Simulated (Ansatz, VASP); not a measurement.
## GaN: VASP beside Ansatz

```
CELL_PARAMETERS angstrom
0.00000 2.09165 2.09165
2.09165 0.00000 2.09165
2.09165 2.09165 0.00000
ATOMIC_POSITIONS crystal
Ga 0.00000 0.00000 0.00000
N 0.50000 0.50000 0.50000
```

Alike in both runs: task single point; functional r2SCAN; k mesh 11 × 11 × 11; occupations fermi-dirac, width 0.05 eV; no spin polarisation.

|  | VASP | Ansatz |
| --- | --- | --- |
| version | VASP 6.6.1 | Ansatz 0.2.0 |
| potentials or method | VASP PAW PBE potentials, release 64 (Ga_d, N) | Ansatz PAW |
| plane-wave cutoff (eV) | 520 | 500 |
| valence electrons in the cell | 18 | 18 |

|  | VASP | Ansatz | Ansatz less VASP |
| --- | --- | --- | --- |
| gap on the k mesh at the Fermi level (eV) | 1.46 | 1.48 | +0.023 |
| least direct gap on the mesh (eV) | 3.73 | 3.70 | -0.032 |
| pressure (GPa) | 7.7 | 6.2 | -1.52 |

VASP's potentials were made for PBE, not for r2SCAN.

Noted on Ansatz's run: odd divisions of the mesh miss points on the zone boundary, where band edges often lie, so the gap on the mesh can be too wide.
